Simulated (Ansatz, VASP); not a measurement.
**One calculation of C, two programs**

Contents of INCAR:

```
ALGO = Normal ; EDIFF = 1E-6
EDIFFG = -0.005 ; ENCUT = 600
IBRION = 2 ; ISIF = 3
ISMEAR = -1 ; LASPH = T
LCHARG = F ; LREAL = F
LWAVE = F ; NELM = 60
NSW = 60 ; PREC = Accurate
SIGMA = 0.02
```

KPOINTS

```
k-points
0
Gamma
  14 14 14
```

Contents of POSCAR:

```
C
1.0
    0.0000000000      2.0103628793      2.0103628793
    2.0103628793      0.0000000000      2.0103628793
    2.0103628793      2.0103628793      0.0000000000
C
2
Direct
   -0.1250000000     -0.1250000000     -0.1250000000
    0.1250000000      0.1250000000      0.1250000000
```

Input for Ansatz:

```yaml
crystal:
  lattice:
    - [0.0, 2.0103628793, 2.0103628793]
    - [2.0103628793, 0.0, 2.0103628793]
    - [2.0103628793, 2.0103628793, 0.0]
  atoms:
    - { symbol: C, position: [-0.125, -0.125, -0.125] }
    - { symbol: C, position: [0.125, 0.125, 0.125] }
kpoints:
  mp_grid: { grid: [14, 14, 14] }
scf:
  occupations: { method: fermi_dirac, width: 0.02 }
hamiltonian:
  xc: lda
  pseudopotentials: { kind: paw }
output:
  forces: true
  stress: true
  write_density: true
  write_potential: true
  elf: true
  volumetric_format: npy
relax:
  f_tol: 0.005
  max_steps: 40
  cell: {}
```

Alike in both runs: task relaxation of cell and atoms; functional LDA; k mesh 14 × 14 × 14; occupations fermi-dirac, width 0.02 eV; no spin polarisation.

|  | VASP | Ansatz |
| --- | --- | --- |
| version | VASP 6.6.1 | Ansatz 0.2.0 |
| potentials or method | VASP PAW LDA potentials, release 64 (C) | PAW with Ansatz's default frozen-core files, scalar-relativistic |
| plane-wave cutoff (eV) | 600 | 420 |
| valence electrons in the cell | 8 | 8 |

```tsv
	VASP	Ansatz	Ansatz less VASP
gap on the k mesh at the Fermi level, each at its own relaxed structure (eV)	4.17	4.17	+0.003
relaxed volume (Å³/atom)	5.52	5.51	-0.010
relaxed cell length with the largest relative difference (Å)	2.499	2.497	-0.0015
```

LDA's correlation is that of Perdew and Zunger in VASP and of Perdew and Wang (1992) in Ansatz.

Noted on VASP's run: the volume moved by over 15 % at a fixed basis, so the end points are rough.
